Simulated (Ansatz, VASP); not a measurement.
# One calculation of SnO2, two programs

```xyz
12
Lattice="3.2373 1.8691 4.2908 -3.2373 1.8691 4.2908 0.0000 -3.7382 4.2908" Properties=species:S:1:pos:R:3 pbc="T T T"
Sn    0.0000    0.0000   11.1319
Sn    0.0000   -1.8690    6.8412
Sn   -1.6187    0.9345    6.8412
Sn    1.6187    0.9345    6.8412
O    -1.4991   -0.8655    5.8507
O     1.7380   -0.8656    5.8506
O     0.1194    1.9380    5.8506
O    -0.1194   -0.0690    7.8317
O     0.1194    0.0690    1.5600
O    -0.1196   -1.9380    3.5406
O    -1.7381    0.8654    3.5406
O     1.4993    0.8656    3.5409
```

Change from the starting cell: mode 20 frozen in at +0.000 Å and mode 26 at +0.138 Å (largest displacements).

Alike in both runs: task single point; functional PBE; dispersion D3(BJ); k mesh 6 × 6 × 6; occupations gaussian, width 0.05 eV; no spin polarisation.

|  | VASP | Ansatz |
| --- | --- | --- |
| version | VASP 6.6.1 | Ansatz 0.2.0 |
| potentials or method | VASP PAW PBE potentials, release 64 (Sn_d, O), cutoff 520 eV | scalar-relativistic, plane waves, PAW |
| valence electrons in the cell | 104 | 104 |

```tsv
	VASP	Ansatz	Ansatz less VASP
gap on the k mesh at the Fermi level (eV)	1.43	1.45	+0.022
least direct gap on the mesh (eV)	1.46	1.49	+0.022
pressure (GPa)	3.0	2.3	-0.70
traceless stress, the component that is largest in VASP (GPa)	10.16	10.01	-0.152
rms of the force components (eV/Å)	0.763	0.745	-0.0176
```

Atom by atom the forces differ by 0.030 eV/Å (rms over components). Ansatz's warnings: near symmetry operation missed by atoms.
